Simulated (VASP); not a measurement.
PbO (Litharge):

```
Pb O
1.0
     3.98040    0.00000    0.00000
     0.00000    3.98040    0.00000
     0.00000    0.00000    5.00091
Pb O
2 2
Cartesian
  0.0000 1.9902 1.1834
  1.9902 0.0000 3.8175
  0.0000 0.0000 0.0000
  1.9902 1.9902 0.0000
```

Base run:

```yaml
Program: VASP 6.6.1
Functional: PBE
Potentials_or_basis: VASP PAW PBE potentials, release 64 (Pb_d, O)
Cutoff: 520 eV
k_mesh: 6 × 6 × 4
Occupations: gaussian, width 0.01 eV
Spin: no spin polarisation
```

Its results: band gap on the k mesh 1.23 eV, indirect (least direct gap 2.28 eV); pressure 4.6 GPa; largest force 0.400 eV/Å.

Question: The run is repeated on the same cell with these changes: functional from PBE to r2SCAN; k mesh from 6 × 6 × 4 to 4 × 4 × 4. What comes out?

Answer: Band gap on the k mesh 1.53 eV, indirect (least direct gap 2.69 eV); pressure 1.7 GPa; largest force 0.094 eV/Å.

Several settings changed at once, so the effect can't be laid on one alone.

Caveats: spin-orbit coupling is left out, which moves the levels of the heavy elements; the PAW data sets were made with another functional, which shifts forces and pressure a little (some runs).

A k mesh can miss the band edges.
